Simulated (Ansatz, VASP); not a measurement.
One calculation of CdSe, two programs

```
Cd Se
1.0
     4.47032    0.00000    0.00000
    -2.23516    3.87141    0.00000
     0.00000    0.00000    4.90794
Cd Se
1 1
Cartesian
  0.0000 0.0000 2.4540
  0.0000 0.0000 0.0000
```

Alike in both runs: functional PBE; k mesh 6 × 6 × 4; occupations gaussian, width 0.1 eV; no spin polarisation.

Ansatz relaxed the structure, and its values are those at the end. VASP's run is a single point on that final structure, the one shown.

|  | VASP | Ansatz |
| --- | --- | --- |
| version | VASP 6.6.1 | Ansatz 0.2.0 |
| potentials or method | VASP PAW PBE potentials, release 64 (Cd, Se), cutoff 520 eV | scalar-relativistic, plane waves, PAW |
| valence electrons in the cell | 18 | 36 |

```tsv
	VASP	Ansatz	Ansatz less VASP
gap on the k mesh at the Fermi level (eV)	none	none	-
pressure (GPa)	0.3	0.1	-0.24
```

A gap of «none» marks a metal or a gap that the smearing closes. VASP's potentials hold 18 valence electrons a cell and Ansatz's 36, so a difference there can come from the potentials and not from the codes.
